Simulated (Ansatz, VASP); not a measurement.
**Two plane-wave programs on Sb**

File INCAR:

```
SYSTEM = Sb
PREC = Accurate
ENCUT = 520
EDIFF = 1E-6
ISMEAR = -1
SIGMA = 0.3
LREAL = .FALSE.
LASPH = .TRUE.
NELM = 100
ALGO = Normal
ISIF = 2
LWAVE = .FALSE.
LCHARG = .TRUE.
GGA = PE
LELF = .TRUE.
LVHAR = .TRUE.
NBANDS = 12
```

KPOINTS

```
Automatic mesh
0
G
  9 9 9
  0 0 0
```

POSCAR

```
Sb
1.0
    2.1879029667      1.2631863668      3.8431731385
   -2.1879029667      1.2631863668      3.8431731385
    0.0000000000     -2.5263727336      3.8431731385
Sb
2
Direct
    0.2326795448      0.2326795448      0.2326795448
    0.7673204552      0.7673204552      0.7673204552
```

Input for Ansatz:

```yaml
crystal:
  lattice:
    - [2.1879029667, 1.2631863668, 3.8431731385]
    - [-2.1879029667, 1.2631863668, 3.8431731385]
    - [0.0, -2.5263727336, 3.8431731385]
  atoms:
    - { symbol: Sb, position: [0.2326795448, 0.2326795448, 0.2326795448] }
    - { symbol: Sb, position: [0.7673204552, 0.7673204552, 0.7673204552] }
hamiltonian:
  xc: pbe
  pseudopotentials:
    kind: paw
    azcp:
      Sb: "pseudopotentials/Sb.paw.azcp"
basis:
  ecutwfc: 420
  fft_grid_basis: typed
kpoints:
  mp_grid: { grid: [9, 9, 9], shift: [0, 0, 0] }
magnetization:
  spin_polarized: false
scf:
  occupations: { method: fermi_dirac, width: 0.3 }
  lower_state_search: "off"
output:
  stress: true
```

Alike in both runs: task single point; functional PBE; k mesh 9 × 9 × 9; occupations fermi-dirac, width 0.3 eV; no spin polarisation.

|  | VASP | Ansatz |
| --- | --- | --- |
| version | VASP 6.6.1 | Ansatz 0.2.0 |
| potentials or method | VASP PAW PBE potentials, release 64 (Sb), cutoff 520 eV | plane waves (420 eV) with PAW, scalar-relativistic |
| valence electrons in the cell | 10 | 30 |

```csv
,VASP,Ansatz,Ansatz less VASP
pressure (GPa),0.2,0.2,-0.04
"traceless stress, the component that is largest in VASP (GPa)",0.05,0.08,+0.027
```

VASP's potentials hold 10 valence electrons a cell and Ansatz's 30, so a difference there can come from the potentials and not from the codes.

Spin-orbit coupling is off throughout.
